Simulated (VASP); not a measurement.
# Te8HPd4 (a cell with a defect) in VASP: a series of runs

Te8HPd4 (a cell with a defect) is run at these levels: PBEsol; tasks: single point.

All numbers are computed with VASP 6.6.1; they aren't measurements. Logs are shortened: lines on timing, memory, paths and dates and some standing lists are left out, and cuts for length are marked.

### Step 1. The cell of the first run

The cell holds a defect, 13 atoms: a = 6.507 Å, b = 6.507 Å, c = 8.048 Å, α = 71.99°, β = 71.99°, γ = 64.77°.

### Step 2. Single point, PBEsol

INCAR

```
  PREC = Accurate
  ENCUT = 520
  EDIFF = 1E-6
  ISMEAR = -1
  SIGMA = 0.05
  LREAL = F
  LASPH = T
  NELM = 100
  ALGO = Normal
  ISIF = 2
  LWAVE = F
  LCHARG = F
  GGA = PS
  NBANDS = 56
```

KPOINTS

```
Automatic mesh
0
Gamma
  3 3 2
```

POSCAR

```
Te8HPd4
1.0
   -2.0120000000      3.4848860000      5.1130000000
    4.0240000000      0.0000000000      5.1130000000
    4.0240000000      6.9697720000      0.0000000000
Te Pd H
8 4 1
Direct
    0.3018085740      0.9476950840      0.1815209266
    0.1960350748      0.5227395853      0.0621019337
    0.3011128763      0.9541104324      0.6797579555
    0.1618307137      0.5279313247      0.6048915569
    0.7940556839      0.4503916027      0.4249011058
    0.7039056252      0.0189106488      0.3104362475
    0.8011366817      0.4519129670      0.9225289945
    0.6985597145      0.0246820046      0.8145824768
    0.0033797746     -0.0127058138     -0.0055195909
   -0.0023052755     -0.0130894705      0.4983077434
    0.5039706485      0.4822755935      0.2363276440
    0.4980205831      0.4876720864      0.7450809800
    0.2908168252      0.4159210549      0.3910148262
```

Potentials or basis: VASP PAW PBE potentials, release 64 (Te, Pd, H).

Run with:

```
cat potpaw_PBE.64/Te/POTCAR potpaw_PBE.64/Pd/POTCAR potpaw_PBE.64/H/POTCAR > POTCAR
mpirun -np 1 vasp_std > vasp.out
```

OUTCAR:

```text
PREC = Accurate
   ENCUT = 520
   EDIFF = 1E-6
   ISMEAR = -1
   LREAL = F
   LASPH = T
   NELM = 100
   ISIF = 2
   GGA = PS

 ion  position               nearest neighbor table
   1  0.302  0.948  0.182-  11 2.69   9 2.69  10 2.71   8 3.33   6 3.34   2 3.37   6 3.56   2 3.57

   2  0.196  0.523  0.062-  11 2.67   9 2.68  12 2.70   5 3.33   7 3.35   1 3.37   1 3.57   3 3.58
                             7 3.61
   3  0.301  0.954  0.680-   9 2.68  12 2.69  10 2.70   8 3.34   4 3.34   6 3.35   4 3.52   2 3.58
                             8 3.59
   4  0.162  0.528  0.605-  13 1.89  12 2.64  10 2.66   7 2.96  11 3.12   3 3.34   5 3.42   3 3.52

   5  0.794  0.450  0.425-  11 2.67  10 2.68  12 2.71   2 3.33   6 3.35   4 3.42   6 3.52   8 3.58

   6  0.704  0.019  0.310-  11 2.68   9 2.69  10 2.69   1 3.34   3 3.35   5 3.35   5 3.52   1 3.56
                             7 3.60
   7  0.801  0.452  0.923-  11 2.67  12 2.67   9 2.68   4 2.96   2 3.35   8 3.37   8 3.52   6 3.60
                             2 3.61
   8  0.699  0.025  0.815-  12 2.67   9 2.69  10 2.69   1 3.33   3 3.34   7 3.37   7 3.52   5 3.58
                             3 3.59
   9  0.003  0.987  0.994-   3 2.68   2 2.68   7 2.68   6 2.69   8 2.69   1 2.69
  10  0.998  0.987  0.498-   4 2.66   5 2.68   6 2.69   8 2.69   3 2.70   1 2.71
  11  0.504  0.482  0.236-  13 1.66   2 2.67   7 2.67   5 2.67   6 2.68   1 2.69   4 3.12
  12  0.498  0.488  0.745-   4 2.64   7 2.67   8 2.67   3 2.69   2 2.70   5 2.71
  13  0.291  0.416  0.391-  11 1.66   4 1.89

  LATTYP: Found a base centered monoclinic cell.
 ALAT       =    10.9892515866
 B/A-ratio  =     0.6342353965
 C/A-ratio  =     0.7323519302
 COS(beta)  =    -0.3661759651

  Lattice vectors:

 A1 = (   2.0120000000,  -3.4848860000,  -5.1130000000)
 A2 = (  -4.0240000000,   0.0000000000,  -5.1130000000)
 A3 = (   4.0240000000,   6.9697720000,   0.0000000000)

Analysis of symmetry for initial positions (statically):
=====================================================================
 Subroutine PRICEL returns:
 Original cell was already a primitive cell.

 Routine SETGRP: Setting up the symmetry group for a
 base centered monoclinic supercell.

 Subroutine GETGRP returns: Found  1 space group operations
 (whereof  1 operations were pure point group operations)
 out of a pool of  4 trial point group operations.

The static configuration has the point symmetry C_1 .

Analysis of symmetry for dynamics (positions and initial velocities):
=====================================================================
 Subroutine PRICEL returns:
 Original cell was already a primitive cell.

 Routine SETGRP: Setting up the symmetry group for a
 base centered monoclinic supercell.

 Subroutine GETGRP returns: Found  1 space group operations
 (whereof  1 operations were pure point group operations)
 out of a pool of  4 trial point group operations.

The dynamic configuration has the point symmetry C_1 .

 Subroutine INISYM returns: Found  1 space group operations
 (whereof  1 operations are pure point group operations),
 and found     1 'primitive' translations

----------------------------------------------------------------------------------------

                                     Primitive cell

  volume of cell :     286.8021

  direct lattice vectors                    reciprocal lattice vectors
    -2.012000000  3.484886000  5.113000000    -0.124254473  0.071738358  0.097789947
     4.024000000  0.000000000  5.113000000     0.124254473 -0.071738358  0.097789947
     4.024000000  6.969772000  0.000000000     0.062127237  0.107607537 -0.048894974

  length of vectors
     6.506561568  6.506561688  8.047999611     0.173633061  0.173633061  0.133528626

  position of ions in fractional coordinates (direct lattice)
     0.301808574  0.947695084  0.181520927
     0.196035075  0.522739585  0.062101934
[... 26 lines left out ...]
                13          13

----------------------------------------------------------------------------------------

 KPOINTS: Automatic mesh

Automatic generation of k-mesh.
 Grid dimensions read from file:
 generate k-points for:    3    3    2

 Generating k-lattice:

  Cartesian coordinates                     Fractional coordinates (reciprocal lattice)
    -0.041418158  0.023912786  0.032596649     0.333333333 -0.000000000 -0.000000000
     0.041418158 -0.023912786  0.032596649    -0.000000000  0.333333333  0.000000000
     0.031063618  0.053803769 -0.024447487     0.000000000  0.000000000  0.500000000

  Length of vectors
     0.057877687  0.057877687  0.066764313

  Shift w.r.t. Gamma in fractional coordinates (k-lattice)
     0.000000000  0.000000000  0.000000000

 Subroutine IBZKPT returns following result:
 ===========================================

 Found     10 irreducible k-points:

 Following reciprocal coordinates:
            Coordinates               Weight
  0.000000  0.000000  0.000000      1.000000
  0.333333 -0.000000  0.000000      2.000000
  0.000000 -0.333333  0.000000      2.000000
  0.333333  0.333333  0.000000      2.000000
 -0.333333  0.333333 -0.000000      2.000000
  0.000000  0.000000  0.500000      1.000000
  0.333333 -0.000000  0.500000      2.000000
  0.000000 -0.333333  0.500000      2.000000
  0.333333  0.333333  0.500000      2.000000
 -0.333333  0.333333  0.500000      2.000000
   k-points           NKPTS =     10   k-points in BZ     NKDIM =     10   number of bands    NBANDS=     56
   number of dos      NEDOS =    301   number of ions     NIONS =     13
   total plane-waves  NPLWV = 138240
   dimension x,y,z NGX =    48 NGY =   48 NGZ =   60
   dimension x,y,z NGXF=    96 NGYF=   96 NGZF=  120
   ions per type =               8   4   1
   NGX,Y,Z   is equivalent  to a cutoff of  12.26, 12.26, 12.39 a.u.
   NGXF,Y,Z  is equivalent  to a cutoff of  24.53, 24.53, 24.79 a.u.
 SYSTEM =  unknown system
   PREC   = accura    normal or accurate (medium, high low for compatibility)
   ISTART =      0    job   : 0-new  1-cont  2-samecut
   ICHARG =      2    charge: 1-file 2-atom 10-const
   ISPIN  =      1    spin polarized calculation?
   LNONCOLLINEAR =      F non collinear calculations
   LSORBIT =      F    spin-orbit coupling
   LASPH  =      T    aspherical Exc in radial PAW
   ENCUT  =  520.0 eV  38.22 Ry    6.18 a.u.  12.10 12.10 14.96*2*pi/ulx,y,z
   NELM   =    100;   NELMIN=  2; NELMDL= -5     # of ELM steps
   EDIFF  = 0.1E-05   stopping-criterion for ELM
   LREAL  =      F    real-space projection
   EDIFFG = 0.1E-04   stopping-criterion for IOM
   NSW    =      0    number of steps for IOM
   IBRION =     -1    ionic relax: 0-MD 1-quasi-New 2-CG
   NFREE  =      0    steps in history (QN), initial steepest desc. (CG)
   ISIF   =      2    stress and relaxation
   ISYM   =      2    0-nonsym 1-usesym 2-fastsym
   POTIM  = 0.5000    time-step for ionic-motion
   TEBEG  =    0.0;   TEEND  =   0.0 temperature during run
   PSTRESS=    0.0 pullay stress
   NELECT =      89.0000    total number of electrons
   NUPDOWN=      -1.0000    fix difference up-down
   EMIN   =  10.00;   EMAX   =-10.00  energy-range for DOS
   EFERMI =   0.00;   METHOD = LEGACY
   ISMEAR =    -1;   SIGMA  =   0.05  broadening in eV -4-tet -1-fermi 0-gaus
   EFERMI_NEDOS =   21; number of points for ismear=-14 and -15
   IALGO  =     38    algorithm
   IMIX   =      4    mixing-type and parameters
     AMIX     =   0.40;   BMIX     =  1.00
     AMIX_MAG =   1.60;   BMIX_MAG =  1.00
  volume/ion in A,a.u.               =      22.06       148.88
  Fermi-wavevector in a.u.,A,eV,Ry     =   1.108351  2.094480 16.713973  1.228442
  Thomas-Fermi vector in A             =   2.244877
   LORBIT       =      0    0 simple, 1 ext, 2 COOP (PROOUT), +10 PAW based schemes
   GGA     = PS    functional components
   LHFCALC =     F    Hartree Fock is set to
   AEXX    =    0.0000 exact exchange contribution
   IVDW    =     0    specifies the selected vdW correction
   LEPSILON=     F    determine dielectric tensor
   LRPA    =     F    only Hartree local field effects (RPA)
 non-spin polarized calculation
  energy-cutoff  :      520.00
  volume of cell :      286.80
 maximum number of plane-waves:      7743
   NGX = 25   NGY = 25   NGZ = 29

 number of electron      89.0000002 magnetization

 Free energy of the ion-electron system (eV)
  ---------------------------------------------------
  ext. energy  EPLUGINS =         0.00000000
  ---------------------------------------------------
  free energy    TOTEN  =       -59.09416552 eV

  energy without entropy =      -59.04695897  energy(sigma->0) =      -59.07056224

 E-fermi :   8.4560     XC(G=0): -10.7717

 val. band max:        8.4369922945   @ k =  -0.3333   0.3333   0.5000
 cond. band min:       8.4987156548   @ k =   0.0000  -0.3333   0.0000
 fundamental gap:      0.0617233603
 Fermi energy:         8.4560096047

 k-point     1 :       0.0000    0.0000    0.0000
  band No.  band energies     occupation
      1      -5.3618      2.00000
      2      -3.7227      2.00000
      3      -3.4467      2.00000
      4      -3.3272      2.00000
      5      -2.8222      2.00000
      6      -2.7971      2.00000
[... 579 lines left out ...]
     55      12.8790      0.00000
     56      12.9346      0.00000

------------------------ aborting loop because EDIFF is reached ----------------------------------------

  FORCE on cell =-STRESS in cart. coord.  units (eV):
  Direction    XX          YY          ZZ          XY          YZ          ZX
  --------------------------------------------------------------------------------------
  -------------------------------------------------------------------------------------
  Total        6.5727381      4.9390082      2.6099355      1.2758278     -0.7083164     -1.5916336
  in kB       36.7176245     27.5910353     14.5800170      7.1272222     -3.9569043     -8.8914246
  external PRESSURE =      26.2962256 kB  Pullay stress =       0.0000000 kB

 VOLUME and BASIS-vectors are now :
 -----------------------------------------------------------------------------
  energy-cutoff  :      520.00
  volume of cell :      286.80
      direct lattice vectors                 reciprocal lattice vectors
    -2.012000000  3.484886000  5.113000000    -0.124254473  0.071738358  0.097789947
     4.024000000  0.000000000  5.113000000     0.124254473 -0.071738358  0.097789947
     4.024000000  6.969772000  0.000000000     0.062127237  0.107607537 -0.048894974

 POSITION                                       TOTAL-FORCE (eV/Angst)
 -----------------------------------------------------------------------------------
      3.93673      2.31693      6.38871         0.017011      0.010525      0.008609
      1.95898      1.11600      3.67509        -0.009591     -0.015795     -0.012901
      5.96885      5.78710      6.41796        -0.009612      0.030542      0.019299
      4.23288      4.77992      3.52675         0.024093     -0.012019     -0.003124
      1.92454      5.72866      6.36286         0.010489      0.018808      0.000443
     -0.09097      4.61670      3.69576        -0.009478     -0.007613     -0.020606
      3.91887      9.22169      6.40684         0.005773      0.012105      0.024602
      1.97170      8.11186      3.69793        -0.011557     -0.018609     -0.027857
      7.96786      6.94308      5.06532        -0.002097      0.002718     -0.006688
      3.96916      6.94994     10.14729         0.001294     -0.011830      0.009178
      1.87767      3.40343      5.04268        -0.016721      0.001698      0.018548
      3.95858      6.92859      5.03985        -0.002072     -0.013849      0.025382
      2.66199      3.73875      3.61355         0.002467      0.003319     -0.034884
 -----------------------------------------------------------------------------------
    total drift:                               -0.000217      0.000087      0.000272

  FREE ENERGIE OF THE ION-ELECTRON SYSTEM (eV)
  ---------------------------------------------------
  free  energy   TOTEN  =       -59.0941655153 eV

  energy  without entropy=      -59.0469589655  energy(sigma->0) =      -59.07056224
```

Run time: 100 s. Hardware: 1 thread of AMD EPYC 9R45 (Zen 5), shared host; peak memory 0.41 GiB.

What came out:

```yaml
Free_energy: -59.0942 eV
Pressure: 2.6 GPa
Largest_force: 0.037 eV/Å
Band_gap_on_the_k_mesh: zero (an odd number of electrons rules out a gap without spin polarisation)
```

Forces in eV/Å, atoms in the order of the input:
```
Te   0.017  0.011  0.009
Te  -0.010 -0.016 -0.013
Te  -0.010  0.031  0.019
Te   0.024 -0.012 -0.003
Te   0.010  0.019  0.000
Te  -0.009 -0.008 -0.021
Te   0.006  0.012  0.025
Te  -0.012 -0.019 -0.028
Pd  -0.002  0.003 -0.007
Pd   0.001 -0.012  0.009
Pd  -0.017  0.002  0.019
Pd  -0.002 -0.014  0.025
H    0.002  0.003 -0.035
```

Caveat: the k points lie up to 0.42 Å⁻¹ apart, too coarse for converged energies and pressures of a metal; the PAW data sets were made with another functional, which shifts forces and pressure a little; spin-orbit coupling is left out, which moves the levels of the heavy elements; an odd number of electrons without spin polarisation forces a metal; a magnetic or distorted state may lie lower.

(Continued in part 2 of 3.)

The gap in the log of VASP goes by the Fermi energy; the results here count the filled bands.